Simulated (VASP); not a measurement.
A run of VASP 6.6.1 is set up as follows.

Contents of INCAR:

```
ALGO = Fast ; EDIFF = 1E-6
ENCUT = 520 ; GGA = PE
ISIF = 2 ; ISMEAR = 0
LASPH = True ; LCHARG = False
LREAL = False ; LWAVE = False
NBANDS = 14 ; NELM = 100
PREC = Accurate ; SIGMA = 0.15
```

Contents of KPOINTS:

```
k-points
0
Gamma
  16 16 16
```

Contents of POSCAR:

```
AlNi
1.0
    2.8927237805      0.0000000000      0.0000000000
    0.0000000000      2.8927237805      0.0000000000
    0.0000000000      0.0000000000      2.8927237805
Al Ni
1 1
Direct
   -0.0345694949     -0.0345694949      0.0000000000
    0.5158917043      0.5158917043      0.5000000000
```

Potentials or basis: VASP PAW PBE potentials, release 64 (Al, Ni).

Command:

```console
$ cat potpaw_PBE.64/Al/POTCAR potpaw_PBE.64/Ni/POTCAR > POTCAR
$ mpirun -np 1 vasp_std > vasp.out
```

Task: Estimate the band gap on the k mesh.

Result: Zero (an odd number of electrons rules out a gap without spin polarisation).

Task: Predict the pressure.

Result: 2.7 GPa.

Task: What does it give for the largest force?

Result: 1.262 eV/Å.

Stress tensor (GPa, compression positive):
```
2.33 2.94 0.00
2.94 2.33 0.00
0.00 0.00 3.49
```

Caveat: the cell differs from its parent crystal (atoms displaced along a vibrational mode); forces of over 1 eV/Å act on the atoms, so gaps and moduli don't describe the material at rest. Spin polarisation is off, so any magnetic state and its effect on volume and gap are missing.
